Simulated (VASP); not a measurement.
BiO5:

```
Bi O
1.0
     4.32546    0.00000    0.00000
     0.00000    4.32546    0.00000
     0.00000    0.00000    4.32546
Bi O
1 5
Cartesian
  2.1627 2.1627 2.1627
  3.2402 3.2402 3.2402
  1.0853 1.0853 3.2402
  1.0853 3.2402 1.0853
  3.2402 1.0853 1.0853
  0.0000 0.0000 0.0000
```

The cell was built from a structure type or drawn by symmetry, and may not be a known phase.

- Program: VASP 6.6.1
- Task: relaxation of cell and atoms
- Functional: PBE
- Potentials or basis: VASP PAW PBE potentials, release 64 (Bi_d, O)
- Cutoff: 600 eV
- k mesh: 4 × 4 × 4
- Occupations: gaussian, width 0.2 eV
- Spin: no spin polarisation

At the start: pressure 19.9 GPa; volume 13.49 Å³/atom.

Q: Where does the relaxation end?

A: Over 5 steps the energy falls by 423.1 meV/atom and the volume is 13.80 Å³/atom (+2.3 %); space group P-43m (No. 215, to 0.1 Å) before and after.

The path:
| step | energy change (eV) | largest force (eV/Å) | pressure (GPa) | volume (Å³) |
| --- | --- | --- | --- | --- |
| 1 | 0.0000 | 5.5993 | 19.92 | 80.93 |
| 2 | -1.7552 | 0.2584 | -10.93 | 102.20 |
| 3 | -2.1630 | 0.7801 | -6.21 | 93.41 |
| 4 | -2.4644 | 0.4354 | -2.97 | 87.20 |
| 5 | -2.5385 | 0.0618 | 0.49 | 82.78 |

Final structure:
```yaml
crystal:
  lattice:
    - [4.35818, 0.00000, 0.00000]
    - [0.00000, 4.35818, 0.00000]
    - [0.00000, 0.00000, 4.35818]
  atoms:
    - { symbol: Bi, position: [0.50000, 0.50000, 0.50000] }
    - { symbol: O, position: [0.78282, 0.78282, 0.78282] }
    - { symbol: O, position: [0.21718, 0.21718, 0.78282] }
    - { symbol: O, position: [0.21718, 0.78282, 0.21718] }
    - { symbol: O, position: [0.78282, 0.21718, 0.21718] }
    - { symbol: O, position: [0.00000, 0.00000, 0.00000] }
```

Caveat: the k points lie up to 0.36 Å⁻¹ apart in the final cell, too coarse for converged energies and pressures of a metal; an odd number of electrons without spin polarisation forces a metal; a magnetic or distorted state may lie lower; the relaxation stopped at a loose force limit of 0.08 eV/Å, so its end isn't a converged minimum.
